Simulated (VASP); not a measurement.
A run of VASP 6.6.1 is set up as follows.

Contents of INCAR:

```
ALGO     = Normal         # electronic algorithm
DIPOL    = 0.5 0.5 0.338
EDIFF    = 1E-6           # SCF threshold, eV
ENCUT    = 520            # plane-wave cutoff, eV
GGA      = PE             # functional
IDIPOL   = 3            
ISIF     = 2              # what is computed and relaxed
ISMEAR   = 0              # smearing method
LASPH    = T              # aspherical terms in the spheres
LCHARG   = F              # write CHGCAR
LDIPOL   = T            
LREAL    = F              # projectors in reciprocal space
LWAVE    = F              # write WAVECAR
NBANDS   = 38             # bands
NELM     = 60             # most SCF steps
PREC     = Accurate       # precision mode
SIGMA    = 0.1            # smearing width, eV
```

Contents of KPOINTS:

```
k-points
0
Gamma
  9 7 1
```

The input POSCAR:

```
W4C
1.0
    2.8547213223      0.0000000000      0.0000000000
    0.0000000000      4.0371856107      0.0000000000
    0.0000000000      0.0000000000     19.4570327473
W C
4 1
Direct
    0.5000000000      0.5000000000      0.2055811928
    0.0000000000      0.0000000000      0.2789408195
    0.5000000000      0.5000000000      0.3513926690
    0.0000000000      0.0000000000      0.4089540708
    0.1666666667      0.4000000000      0.4443879661
```

Potentials or basis: VASP PAW PBE potentials, release 64 (W_sv, C).

Run with:

```console
$ cat potpaw_PBE.64/W_sv/POTCAR potpaw_PBE.64/C/POTCAR > POTCAR
$ mpirun -np 1 vasp_std > vasp.out
```

(1) Estimate the largest force.

(2) Predict the band gap on the k mesh.

Results:

(1) 5.690 eV/Å.

(2) zero (bands 30 and 31 overlap by 0.32 eV).

Caveat: spin-orbit coupling is left out, which moves the levels of the heavy elements.
